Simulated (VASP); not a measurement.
# SiC (F-43m) in VASP: further runs, part 3 of 4

VASP 6.6.1.

### 4 Vibrations by perturbation theory, LDA

This run uses another cell than the first one, of 10.14 Å³/atom, 1.029 times its volume.

The input, INCAR:

```
SYSTEM = SiC
PREC = Accurate
ENCUT = 520
EDIFF = 1E-8
ISMEAR = 0
SIGMA = 0.01
LREAL = .False.
LASPH = .True.
NELM = 80
ALGO = Normal
ISIF = 2
LWAVE = .False.
LCHARG = .False.
IBRION = 8
NSW = 1
LEPSILON = .True.
```

The input, KPOINTS:

```
Automatic mesh
0
Gamma
  12 12 12
  0 0 0
```

The input, POSCAR:

```
SiC
1.0
    0.0000000000      2.1644897644      2.1644897644
    2.1644897644      0.0000000000      2.1644897644
    2.1644897644      2.1644897644      0.0000000000
Si C
1 1
Direct
    0.0000000000      0.0000000000      0.0000000000
    0.7500000000      0.7500000000      0.7500000000
```

Potentials or basis: VASP PAW LDA potentials, release 64 (Si, C).

Run with:

```
$ cat potpaw_LDA.64/Si/POTCAR potpaw_LDA.64/C/POTCAR > POTCAR
$ mpirun -np 1 vasp_std > vasp.out
```

OUTCAR:

```text
SYSTEM = SiC
   PREC = Accurate
   ENCUT = 520
   EDIFF = 1E-8
   ISMEAR = 0
   LREAL = .False.
   LASPH = .True.
   NELM = 80
   ISIF = 2
   IBRION = 8
   NSW = 1
   LEPSILON = .True.

 ion  position               nearest neighbor table
   1  0.000  0.000  0.000-   2 1.87   2 1.87   2 1.87   2 1.87
   2  0.750  0.750  0.750-   1 1.87   1 1.87   1 1.87   1 1.87

  LATTYP: Found a face centered cubic cell.
 ALAT       =     4.3289795288

  Lattice vectors:

 A1 = (   0.0000000000,   2.1644897644,   2.1644897644)
 A2 = (   2.1644897644,   0.0000000000,   2.1644897644)
 A3 = (   2.1644897644,   2.1644897644,   0.0000000000)

Analysis of symmetry for initial positions (statically):
[... 5 lines left out ...]
 face centered cubic supercell.

 Subroutine GETGRP returns: Found 24 space group operations
 (whereof 24 operations were pure point group operations)
 out of a pool of 48 trial point group operations.

The static configuration has the point symmetry T_d .

Analysis of symmetry for dynamics (positions and initial velocities):
[... 5 lines left out ...]
 face centered cubic supercell.

 Subroutine GETGRP returns: Found 24 space group operations
 (whereof 24 operations were pure point group operations)
 out of a pool of 48 trial point group operations.

The dynamic configuration has the point symmetry T_d .

 Subroutine INISYM returns: Found 24 space group operations
 (whereof 24 operations are pure point group operations),
 and found     1 'primitive' translations

----------------------------------------------------------------------------------------

                                     Primitive cell

  volume of cell :      20.2813

  direct lattice vectors                    reciprocal lattice vectors
     0.000000000  2.164489764  2.164489764    -0.231001323  0.231001323  0.231001323
     2.164489764  0.000000000  2.164489764     0.231001323 -0.231001323  0.231001323
     2.164489764  2.164489764  0.000000000     0.231001323  0.231001323 -0.231001323

  length of vectors
     3.061050780  3.061050780  3.061050780     0.400106029  0.400106029  0.400106029

  position of ions in fractional coordinates (direct lattice)
     0.000000000  0.000000000  0.000000000
     0.750000000  0.750000000  0.750000000

  ion indices of the primitive-cell ions
   primitive index   ion index
                 1           1
                 2           2

----------------------------------------------------------------------------------------

 KPOINTS: Automatic mesh

[... 439 lines left out ...]
     1.25253 -0.00071  0.00000           (  0.05509 -0.00000  0.00000)
     0.00000  0.00000  0.00089           (  0.00000  0.00000 -0.00000)

 PIEZOELECTRIC TENSOR FIELD DIRECTION 3  (C/m^2)
 -----------------------------------------------------------------------------
    -0.00056  0.98946  0.00000
     0.98946 -0.00056  0.00000
     0.00000  0.00000  0.00071

--------------------------------------- Ionic step        4  -------------------------------------------

------------------------ aborting loop because EDIFF is reached ----------------------------------------

[... ionic steps 5 to 6 ...]

--------------------------------------- Ionic step        7  -------------------------------------------

 Free energy of the ion-electron system (eV)
  ---------------------------------------------------
  ---------------------------------------------------
  free energy    TOTEN  =        -0.12456669 eV

  energy without entropy =       -0.12456669

------------------------ aborting loop because EDIFF is reached ----------------------------------------

 INTERNAL STRAIN TENSOR  FOR ION    2  DIRECTION 1   (eV/Angst):
 -----------------------------------------------------------------------------
    -0.00256  0.00000  0.00000
     0.00000  0.00078  8.69023
     0.00000  8.69023  0.00078

 MACROSCOPIC STATIC DIELECTRIC TENSOR (including local field effects in DFT)
 ------------------------------------------------------
           6.941182     0.000000     0.000000
           0.000000     6.941182    -0.000000
           0.000000    -0.000000     6.941182
 ------------------------------------------------------

 PIEZOELECTRIC TENSOR (including local field effects)  for field in x, y, z        (e  Angst)
          XX          YY          ZZ          XY          YZ          ZX
  --------------------------------------------------------------------------------
  x    -0.00000     0.00000     0.00000     0.00000     1.25069     0.00000
  y     0.00000    -0.00000     0.00000     0.00000     0.00000     1.25069
  z     0.00000     0.00000     0.00000     1.25069     0.00000     0.00000

 PIEZOELECTRIC TENSOR (including local field effects)  for field in x, y, z        (C/m^2)
          XX          YY          ZZ          XY          YZ          ZX
  --------------------------------------------------------------------------------
  x    -0.00000     0.00000     0.00000     0.00000     0.98801     0.00000
  y     0.00000    -0.00000     0.00000     0.00000     0.00000     0.98801
  z     0.00000     0.00000     0.00000     0.98801     0.00000     0.00000

 BORN EFFECTIVE CHARGES (including local field effects) (in |e|, cummulative output)
 ---------------------------------------------------------------------------------
 ion    1
    1     2.71493     0.00000     0.00000
    2     0.00000     2.71493    -0.00000
    3     0.00000    -0.00000     2.71493
 ion    2
    1    -2.71493     0.00000    -0.00000
    2     0.00000    -2.71493     0.00000
    3    -0.00000     0.00000    -2.71493

 INTERNAL STRAIN TENSOR FOR ION    2 for displacements in x,y,z  (eV/Angst):
          X           Y           Z          XY          YZ          ZX
  --------------------------------------------------------------------------------
  x    -0.00000     0.00000     0.00000     0.00000     8.69023     0.00000
  y     0.00000     0.00000     0.00000     0.00000     0.00000     8.69023
  z     0.00000     0.00000    -0.00000     8.69023     0.00000     0.00000

 SECOND DERIVATIVES (NOT SYMMETRIZED)
 ------------------------------------
               1X          1Y          1Z          2X          2Y          2Z
  1X   -19.689963    0.000000    0.000000   19.689963    0.000000    0.000000
  1Y     0.000000  -19.689963    0.000000    0.000000   19.689963    0.000000
  1Z     0.000000    0.000000  -19.689963    0.000000    0.000000   19.689963
  2X    19.686412    0.000000    0.000000  -19.686412    0.000000    0.000000
  2Y     0.000000   19.686412    0.000000    0.000000  -19.686412    0.000000
  2Z     0.000000    0.000000   19.686412    0.000000    0.000000  -19.686412

 Eigenvectors and eigenvalues of the dynamical matrix
 ----------------------------------------------------

   1 f  =   23.914949 THz   150.262059 2PiTHz  797.716849 cm-1    98.904239 meV
             X         Y         Z           dx          dy          dz
      0.000000  0.000000  0.000000     0.000000    0.547352    0.000000
      3.246735  3.246735  3.246735     0.000000   -0.836903    0.000000
[... 21 lines left out ...]
   6 f/i=    0.000988 THz     0.006208 2PiTHz    0.032959 cm-1     0.004086 meV
             X         Y         Z           dx          dy          dz
      0.000000  0.000000  0.000000     0.000000    0.000000    0.836903
      3.246735  3.246735  3.246735     0.000000    0.000000    0.547352

--------------------------------------------------------------------------------------------------------

 MACROSCOPIC STATIC DIELECTRIC TENSOR IONIC CONTRIBUTION
 ------------------------------------------------------
           3.340253    -0.000000    -0.000000
          -0.000000     3.340253     0.000000
          -0.000000     0.000000     3.340253
 ------------------------------------------------------

 ELASTIC MODULI CONTR FROM IONIC RELAXATION (kBar)
 Direction    XX          YY          ZZ          XY          YZ          ZX
 --------------------------------------------------------------------------------
 XX          -0.0000     -0.0000      0.0000     -0.0000      0.0000     -0.0000
 YY          -0.0000     -0.0000     -0.0000      0.0000      0.0000      0.0000
 ZZ           0.0000     -0.0000     -0.0000      0.0000     -0.0000     -0.0000
 XY          -0.0000      0.0000      0.0000   -278.6875      0.0000     -0.0000
 YZ           0.0000      0.0000     -0.0000      0.0000   -278.6875      0.0000
 ZX          -0.0000      0.0000     -0.0000     -0.0000      0.0000   -278.6875
 --------------------------------------------------------------------------------

 PIEZOELECTRIC TENSOR IONIC CONTR  for field in x, y, z        (C/m^2)
          XX          YY          ZZ          XY          YZ          ZX
  --------------------------------------------------------------------------------
  x     0.00000     0.00000    -0.00000     0.00000    -0.90786     0.00000
  y    -0.00000     0.00000    -0.00000    -0.00000     0.00000    -0.90786
  z    -0.00000     0.00000     0.00000    -0.90786     0.00000    -0.00000
```

stdout:

```text
POSCAR found type information on POSCAR SiC
 POSCAR found :  2 types and       2 ions
 scaLAPACK will be used
 LDA part: xc-table for (Slater(with rela. corr.)+CA(PZ))
 , standard interpolation
 POSCAR, INCAR and KPOINTS ok, starting setup
 FFT: planning ... GRIDC
 FFT: planning ... GRID_SOFT
 FFT: planning ... GRID
[... 24 lines left out ...]
 Linear response to external field, progress :
  Direction:   3
 dielectric tensor                  component  3 :     0.928     1.507     6.941
 Linear response DOF=           2
 Linear response progress:
 first order change of Fermi-energy  -0.12034E-02
 force on displaced ion       1 direction 1 : -19.690  -0.000  -0.000
 Born effective charge ion    1 direction 1 :   2.713   0.000   0.000
 Linear response progress:
 first order change of Fermi-energy   0.19871E-02
 force on displaced ion       2 direction 1 : -19.686  -0.000  -0.000
 Born effective charge ion    2 direction 1 :  -2.715   0.000   0.000
 Born effective charges drift removed
 Linear response finished
```

It took 4.6 min on 1 thread of Intel Xeon Platinum 8259CL at 2.50GHz (Skylake/Cascade Lake), shared host; peak memory 0.23 GiB.

Results:

| Quantity | Value |
| --- | --- |
| Electronic dielectric tensor (diagonal) | 6.94 |
| Born charges (mean of the diagonal) | Si +2.71; C -2.71 e |
| Highest phonon frequency at Γ, LO-TO splitting left out | 798 cm⁻¹ |

Phonon frequencies in cm⁻¹ (negative: imaginary):
| q point | frequencies |
| --- | --- |
| (0.000, 0.000, 0.000) | 0 0 0 798 798 798 |

Electronic dielectric tensor:
```
6.94 0.00 0.00
0.00 6.94 0.00
0.00 0.00 6.94
```

Born effective charge tensors (e):
atom 1, Si
```
2.71 0.00 0.00
0.00 2.71 0.00
0.00 0.00 2.71
```
atom 2, C
```
-2.71  0.00  0.00
 0.00 -2.71  0.00
 0.00  0.00 -2.71
```

(Part 3 of 4 ends here.)
